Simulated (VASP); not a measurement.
Runs of VASP 6.6.1 on W. The structure is that of space group Im-3m (No. 229), or close to it. The cells are those of the table. 

```tsv
task	cell	k mesh	cutoff (eV)	gap on the mesh (eV)	pressure (GPa)	relaxed volume (Å³/atom)
single point	a = 2.716 Å, angles 109.5°, 1 atom	18 × 18 × 18	520	none	2.0	-
single point	a = 2.717 Å, angles 109.5°, 1 atom	8 × 8 × 8	520	none	2.0	-
relaxation of cell and atoms	relaxed from a = 2.717 Å, angles 109.5°, 1 atom	18 × 18 × 18	600	none	0.0	15.51
relaxation of cell and atoms	relaxed from a = 2.741 Å, angles 109.5°, 1 atom	8 × 8 × 8	600	none	-0.2	(a)
```

Alike in all rows: level LDA; potentials or basis VASP PAW LDA potentials, release 64 (W_sv); no spin polarisation; smearing gaussian 0.1 eV.

Task: Fill in the values left out.

Result: (a) 15.55.

Caveats: spin-orbit coupling is left out, which moves the levels of the heavy elements.

A k mesh can miss the band edges, and the runs leave out spin-orbit coupling on W.

A gap of «none» marks levels without a gap at the run's occupations.
